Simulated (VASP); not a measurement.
# CoSi (P2_13) in VASP: a series of runs, part 2 of 2

VASP 6.6.1.

**3. Relaxation of cell and atoms, LDA**

File INCAR:

```
SYSTEM = CoSi
PREC     = Accurate       ! precision mode
ENCUT    = 600            ! plane-wave cutoff, eV
EDIFF    = 1E-7           ! SCF threshold, eV
ISMEAR   = 0              ! smearing method
SIGMA    = 0.1            ! smearing width, eV
LREAL    = .False.        ! projectors in reciprocal space
LASPH    = .True.         ! aspherical terms in the spheres
NELM     = 80             ! most SCF steps
ALGO     = Normal         ! electronic algorithm
ISIF     = 3              ! what is computed and relaxed
LWAVE    = .False.        ! write WAVECAR
LCHARG   = .False.        ! write CHGCAR
GGA      = CA             ! functional
IBRION   = 2              ! ionic algorithm
NSW      = 100            ! ionic steps
EDIFFG   = -0.005         ! ionic threshold
```

File KPOINTS:

```
regular mesh
0
Gamma
  8 8 8
  0 0 0
```

File POSCAR:

```
CoSi
1.0
    4.3499331839      0.0000000000      0.0000000000
    0.0000000000      4.3499331839      0.0000000000
    0.0000000000      0.0000000000      4.3499331839
Co Si
4 4
Direct
    0.1449065114      0.1449065114      0.1449065114
    0.3550934886      0.8550934886      0.6449065114
    0.6449065114      0.3550934886      0.8550934886
    0.8550934886      0.6449065114      0.3550934886
    0.8428991525      0.8428991525      0.8428991525
    0.6571008475      0.1571008475      0.3428991525
    0.3428991525      0.6571008475      0.1571008475
    0.1571008475      0.3428991525      0.6571008475
```

Potentials or basis: VASP PAW LDA potentials, release 64 (Co, Si).

Launch:

```console
$ cat potpaw_LDA.64/Co/POTCAR potpaw_LDA.64/Si/POTCAR > POTCAR
$ mpirun -np 1 vasp_std > vasp.out
```

OUTCAR:

```text
SYSTEM = CoSi
   PREC = Accurate
   ENCUT = 600
   EDIFF = 1E-7
   ISMEAR = 0
   LREAL = .False.
   LASPH = .True.
   NELM = 80
   ISIF = 3
   GGA = CA
   IBRION = 2
   NSW = 100
   EDIFFG = -0.005

 ion  position               nearest neighbor table
   1  0.145  0.145  0.145-   5 2.28   6 2.29   7 2.29   8 2.29   7 2.39   8 2.39   6 2.39   3 2.68
                             4 2.68   2 2.68   2 2.68   4 2.68   3 2.68
   2  0.355  0.855  0.645-   6 2.28   5 2.29   7 2.29   8 2.29   7 2.39   8 2.39   5 2.39   1 2.68
                             1 2.68   3 2.68   3 2.68   4 2.68   4 2.68
   3  0.645  0.355  0.855-   7 2.28   6 2.29   5 2.29   8 2.29   8 2.39   6 2.39   5 2.39   1 2.68
                             4 2.68   2 2.68   2 2.68   4 2.68   1 2.68
   4  0.855  0.645  0.355-   8 2.28   6 2.29   7 2.29   5 2.29   6 2.39   5 2.39   7 2.39   1 2.68
                             3 2.68   2 2.68   1 2.68   2 2.68   3 2.68
   5  0.843  0.843  0.843-   1 2.28   2 2.29   3 2.29   4 2.29   3 2.39   4 2.39   2 2.39   6 2.69
                             7 2.69   8 2.69   6 2.69   8 2.69   7 2.69
[... 426 lines left out ...]

 val. band max:       12.8096175181   @ k =   0.0000   0.0000   0.0000
 cond. band min:      12.9558530948   @ k =   0.3750   0.3750   0.3750
 fundamental gap:      0.1462355767
 Fermi energy:        12.8246997090

 k-point     1 :       0.0000    0.0000    0.0000
  band No.  band energies     occupation
      1      -1.2318      2.00000
      2       4.4282      2.00000
      3       4.4282      2.00000
      4       4.4282      2.00000
      5       7.1195      2.00000
      6       7.1195      2.00000
[... 805 lines left out ...]
     30      14.9772      0.00000
     31      15.8845      0.00000

 [... further k-points ...]

------------------------ aborting loop because EDIFF is reached ----------------------------------------

  FORCE on cell =-STRESS in cart. coord.  units (eV):
  Direction    XX          YY          ZZ          XY          YZ          ZX
  --------------------------------------------------------------------------------------
  -------------------------------------------------------------------------------------
  Total        0.0062396      0.0062396      0.0062396      0.0000000     -0.0000000      0.0000000
  in kB        0.1212536      0.1212536      0.1212536      0.0000000     -0.0000000      0.0000000
  external PRESSURE =       0.1212536 kB  Pullay stress =       0.0000000 kB
[... 23 lines left out ...]
  FREE ENERGIE OF THE ION-ELECTRON SYSTEM (eV)
  ---------------------------------------------------
  free  energy   TOTEN  =       -62.6453604621 eV

  energy  without entropy=      -62.6392235501  energy(sigma->0) =      -62.64229201

 reached required accuracy - stopping structural energy minimisation
```

CONTCAR:

```text
CoSi
   1.00000000000000
     4.3523486953228048   -0.0000000000000000   -0.0000000000000000
    -0.0000000000000000    4.3523486953228048    0.0000000000000000
     0.0000000000000000    0.0000000000000000    4.3523486953228048
  Co              Si
     4     4
Direct
     0.1457691408223865    0.1457691408223865    0.1457691408223865
     0.3542308591776134    0.8542308591776135    0.6457691408223865
     0.6457691408223865    0.3542308591776134    0.8542308591776135
     0.8542308591776135    0.6457691408223865    0.3542308591776134
     0.8431450691587699    0.8431450691587699    0.8431450691587699
     0.6568549308412301    0.1568549308412302    0.3431450691587699
     0.3431450691587699    0.6568549308412301    0.1568549308412302
     0.1568549308412302    0.3431450691587699    0.6568549308412301

  0.00000000E+00  0.00000000E+00  0.00000000E+00
  0.00000000E+00  0.00000000E+00  0.00000000E+00
  0.00000000E+00  0.00000000E+00  0.00000000E+00
  0.00000000E+00  0.00000000E+00  0.00000000E+00
  0.00000000E+00  0.00000000E+00  0.00000000E+00
  0.00000000E+00  0.00000000E+00  0.00000000E+00
  0.00000000E+00  0.00000000E+00  0.00000000E+00
  0.00000000E+00  0.00000000E+00  0.00000000E+00
```

Wall time 5.2 min (1 thread of Intel Xeon Platinum 8488C (Sapphire Rapids), shared host); peak memory 0.25 GiB.

Results:

```yaml
Free_energy: -62.6454 eV
Relaxed_volume: 10.31 Å³/atom
Relaxed_cell: a = 4.352 Å, b = 4.352 Å, c = 4.352 Å, α = 90.00°, β = 90.00°, γ = 90.00°
Space_group_after_relaxing_to_0.1_Å: P2_13 (No. 198)
Energy_gained_by_relaxing: 0.1 meV/atom
Ionic_steps: 6
Pressure_after_relaxing: 0.0 GPa
Largest_force_after_relaxing: 0.004 eV/Å
Band_gap_on_the_k_mesh: zero (bands 26 and 27 overlap by 0.24 eV)
```

Forces on the atoms (eV/Å):
```
Co   0.000  0.000  0.000
Co   0.000  0.000  0.000
Co   0.000  0.000  0.000
Co   0.000  0.000  0.000
Si  -0.002 -0.002 -0.002
Si   0.002  0.002 -0.002
Si  -0.002  0.002  0.002
Si   0.002 -0.002  0.002
```

The path:
```csv
step,energy change (eV),largest force (eV/Å),pressure (GPa),volume (Å³)
1,0.0000,0.0630,0.59,82.31
2,-0.0001,0.0230,-0.93,82.76
3,-0.0006,0.0422,-0.19,82.54
4,-0.0010,0.0225,-0.10,82.50
5,-0.0011,0.0053,0.02,82.44
6,-0.0011,0.0038,0.01,82.45
```

Final structure:
```
Co Si
1.0
     4.35235    0.00000    0.00000
     0.00000    4.35235    0.00000
     0.00000    0.00000    4.35235
Co Si
4 4
Direct
  0.14577 0.14577 0.14577
  0.35423 0.85423 0.64577
  0.64577 0.35423 0.85423
  0.85423 0.64577 0.35423
  0.84315 0.84315 0.84315
  0.65685 0.15685 0.34315
  0.34315 0.65685 0.15685
  0.15685 0.34315 0.65685
```

Caveat: the run has no spin polarisation, though such a crystal can be magnetic.
